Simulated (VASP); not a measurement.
Write the native input for VASP 6.6.1 that does the following.

* Task: single point
* Functional: r2SCAN
* Potentials or basis: VASP PAW PBE potentials, release 64 (Ti_sv, O)
* Cutoff: 520 eV
* k mesh: 12 × 12 × 12
* Occupations: gaussian, width 0.1 eV
* Spin: no spin polarisation
* Dipole correction: no
* Further INCAR settings: ALGO = Normal; EDIFF = 1e-07; NBANDS = 36

The system is TiO.

```
Ti O
1.0
     4.87606    0.00000    0.00000
    -2.43803    4.22279    0.00000
     0.00000    0.00000    2.80968
Ti O
3 3
Direct
  0.66667 0.33333 0.50000
  0.33333 0.66667 0.50000
  0.00000 0.00000 0.00000
  0.60324 0.60324 0.00000
  0.39676 0.00000 0.00000
  0.00000 0.39676 0.00000
```

This cell differs from its parent crystal: volume scaled by 0.94, then relaxed in part.

One way to write it, as run:

POSCAR

```
TiO
1.0
    4.8760635752      0.0000000000      0.0000000000
   -2.4380317876      4.2227949266      0.0000000000
    0.0000000000      0.0000000000      2.8096784156
Ti O
3 3
Direct
    0.6666666667      0.3333333333      0.5000000000
    0.3333333333      0.6666666667      0.5000000000
    0.0000000000      0.0000000000      0.0000000000
    0.6032353215      0.6032353215      0.0000000000
    0.3967646785      0.0000000000      0.0000000000
    0.0000000000      0.3967646785      0.0000000000
```

INCAR.step1

```
PREC = Accurate
ENCUT = 520
ISMEAR = 0
SIGMA = 0.1
LREAL = False
LASPH = True
NELM = 60
NBANDS = 36
GGA = PE
ALGO = Normal
EDIFF = 1E-4
LWAVE = True
LCHARG = False
```

INCAR.step2

```
PREC = Accurate
ENCUT = 520
EDIFF = 1E-7
ISMEAR = 0
SIGMA = 0.1
LREAL = False
LASPH = True
NELM = 60
ALGO = Normal
ISIF = 2
LWAVE = False
LCHARG = False
METAGGA = R2SCAN
LMIXTAU = True
NBANDS = 36
ISTART = 1
```

KPOINTS

```
Automatic mesh
0
Gamma
  12 12 12
```

Potentials or basis: VASP PAW PBE potentials, release 64 (Ti_sv, O).

Launch:

```sh
$ cat potpaw_PBE.64/Ti_sv/POTCAR potpaw_PBE.64/O/POTCAR > POTCAR
$ cp INCAR.step1 INCAR
$ mpirun -np 1 vasp_std > vasp.out
$ cp INCAR.step2 INCAR
$ mpirun -np 1 vasp_std > vasp.out
```

Results of the run:

* Pressure: 18.5 GPa
* Largest force: 0.029 eV/Å
* Band gap on the k mesh: zero (band 27 reaches 12.27 eV, above the bottom of band 28 at 10.80 eV)

Caveat: the PAW data sets were made with another functional, which shifts forces and pressure a little; semilocal functionals often make such compounds metallic where correlation or magnetic order opens a gap, which also shifts bond lengths.

Wall time 17 min on 1 thread of AMD EPYC 9R45 96-Core Processor (Zen 5), with other jobs on the host, peak memory 0.3 GiB.
